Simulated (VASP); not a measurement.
Input of a VASP 6.6.1 run:

INCAR

```
  PREC = Accurate
  ENCUT = 520
  EDIFF = 1E-6
  ISMEAR = 0
  SIGMA = 0.1
  LREAL = F
  LASPH = T
  NELM = 60
  ALGO = Normal
  ISIF = 2
  LWAVE = F
  LCHARG = F
  GGA = PE
  NBANDS = 24
```

The input KPOINTS:

```
Automatic mesh
0
Gamma
  6 6 4
```

File POSCAR:

```
SiB4Mo
1.0
    3.0383659973      0.0000000000      0.0000000000
    0.0000000000      3.0383659973      0.0000000000
    0.0000000000      0.0000000000      6.0346582931
Si B Mo
1 4 1
Direct
    0.5000000000      0.5000000000      0.5000000000
    0.0000000000      0.0000000000      0.6336673628
    0.5000000000      0.5000000000      0.1527081565
    0.5000000000      0.5000000000      0.8472918435
    0.0000000000      0.0000000000      0.3663326372
    0.0000000000      0.0000000000      0.0000000000
```

Potentials or basis: VASP PAW PBE potentials, release 64 (Si, B, Mo_sv).

Command:

```sh
$ cat potpaw_PBE.64/Si/POTCAR potpaw_PBE.64/B/POTCAR potpaw_PBE.64/Mo_sv/POTCAR > POTCAR
$ mpirun -np 1 vasp_std > vasp.out
```

(1) What does it give for the pressure?

(2) What does it give for the largest force?

(3) Predict the band gap on the k mesh.

Results:

(1) 0.2 GPa.

(2) 0.019 eV/Å.

(3) zero (bands 15 and 16 overlap by 3.39 eV).
